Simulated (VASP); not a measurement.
Here is a VASP 6.6.1 calculation.

File INCAR:

```
PREC = Accurate ; ENCUT = 520
EDIFF = 1E-6 ; ISMEAR = 0
SIGMA = 0.1 ; LREAL = F
LASPH = T ; NELM = 150
ALGO = Normal ; ISIF = 2
LWAVE = F ; LCHARG = F
ISPIN = 2 ; MAGMOM = 1 1 1 1 0
LORBIT = 11 ; LMAXMIX = 4
GGA = PE ; NBANDS = 37
```

Contents of KPOINTS:

```
Automatic mesh
0
Gamma
  6 6 4
```

The input POSCAR:

```
Ta4O
1.0
    5.3810746695      0.0000000000      0.0000000000
   -2.6905373347      4.6601473634      0.0000000000
    0.0000000000      0.0000000000      3.7838475797
Ta O
4 1
Direct
    0.5000000000      0.0000000000      0.5000000000
    0.0000000000      0.5000000000      0.5000000000
    0.5000000000      0.5000000000      0.5000000000
    0.0000000000      0.0000000000      0.0000000000
    0.0000000000      0.0000000000      0.5000000000
```

Potentials or basis: VASP PAW PBE potentials, release 64 (Ta_pv, O).

Run with:

```sh
$ cat potpaw_PBE.64/Ta_pv/POTCAR potpaw_PBE.64/O/POTCAR > POTCAR
$ mpirun -np 1 vasp_std > vasp.out
```

Q: What does it give for the pressure?

A: 0.3 GPa.

Q: Estimate the net moment.

A: 0.00 μB per cell.

Stress tensor (GPa, compression positive):
```
0.42 0.00 0.00
0.00 0.42 0.00
0.00 0.00 0.11
```

Caveat: the k points lie up to 0.42 Å⁻¹ apart, too coarse for converged energies and pressures of a metal.
